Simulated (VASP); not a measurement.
Wanted: the native input for a VASP 6.6.1 run.

```yaml
Task: single point
Functional: PBE
Potentials_or_basis: VASP PAW PBE potentials, release 64 (Au)
Cutoff: 520 eV
k_mesh: 18 × 18 × 12
Occupations: gaussian, width 0.1 eV
Spin: no spin polarisation
Dipole_correction: no
Further_INCAR_settings: ALGO = Fast; EDIFF = 1e-06; NBANDS = 18
```

The structure of Au lies in POSCAR:

```
Au
1.0
    2.1413165217      2.1413165217      0.0000000000
   -2.1413165217      2.1413165217      0.0000000000
    0.0000000000      0.0000000000      4.0830540278
Au
2
Direct
    0.0000000000      0.0000000000      0.0000000000
    0.5000000000      0.5000000000      0.5000000000
```

This cell differs from its parent crystal: biaxial strain in the a-b plane: +3.0 %.

These files were run (other wordings do the same):

INCAR

```
SYSTEM = Au
ALGO = Fast ; EDIFF = 1E-6
ENCUT = 520 ; GGA = PE
ISIF = 2 ; ISMEAR = 0
LASPH = .TRUE. ; LCHARG = .FALSE.
LREAL = .FALSE. ; LWAVE = .FALSE.
NBANDS = 18 ; NELM = 60
PREC = Accurate ; SIGMA = 0.1
```

KPOINTS

```
k-points
0
G
  18 18 12
  0 0 0
```

Potentials or basis: VASP PAW PBE potentials, release 64 (Au).

Launch:

```sh
$ cat potpaw_PBE.64/Au/POTCAR > POTCAR
$ mpirun -np 1 vasp_std > vasp.out
```

It gave:

```yaml
Pressure: -5.1 GPa
Band_gap_on_the_k_mesh: zero (band 11 reaches 12.00 eV, above the bottom of band 12 at 5.41 eV)
```

Caveat: the cell differs from its parent crystal (biaxial strain in the a-b plane: +3.0 %); spin-orbit coupling is left out, which moves the levels of the heavy elements.

Run time: 85 s on 1 thread of Intel(R) Xeon(R) Platinum 8488C (Sapphire Rapids), with other jobs on the host, peak memory 0.31 GiB.
